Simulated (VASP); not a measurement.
Here is a VASP 6.6.1 calculation.

File INCAR:

```
SYSTEM = BeS
PREC     = Accurate       ! precision mode
ENCUT    = 520            ! plane-wave cutoff, eV
EDIFF    = 1E-6           ! SCF threshold, eV
ISMEAR   = 0              ! smearing method
SIGMA    = 0.02           ! smearing width, eV
LREAL    = .False.        ! projectors in reciprocal space
LASPH    = .True.         ! aspherical terms in the spheres
NELM     = 80             ! most SCF steps
ALGO     = Normal         ! electronic algorithm
ISIF     = 2              ! what is computed and relaxed
LWAVE    = .False.        ! write WAVECAR
LCHARG   = .True.         ! write CHGCAR
GGA      = PE             ! functional
LELF     = .True.         ! ELF
LVHAR    = .True.       
NBANDS   = 11             ! bands
```

File KPOINTS:

```
Automatic mesh
0
Gamma
  8 8 8
  0 0 0
```

POSCAR

```
BeS
1.0
    0.0000000000      2.4135353937      2.4135353937
    2.4135353937      0.0000000000      2.4135353937
    2.4135353937      2.4135353937      0.0000000000
Be S
1 1
Direct
    0.7500000000      0.7500000000      0.7500000000
    0.0000000000      0.0000000000      0.0000000000
```

Potentials or basis: VASP PAW PBE potentials, release 64 (Be, S).

Command:

```sh
$ cat potpaw_PBE.64/Be/POTCAR potpaw_PBE.64/S/POTCAR > POTCAR
$ mpirun -np 1 vasp_std > vasp.out
```

(1) Estimate the band gap on the k mesh.

(2) Predict the pressure.

## Answers

(1) 3.08 eV, indirect (least direct gap 5.66 eV).

(2) 3.0 GPa.
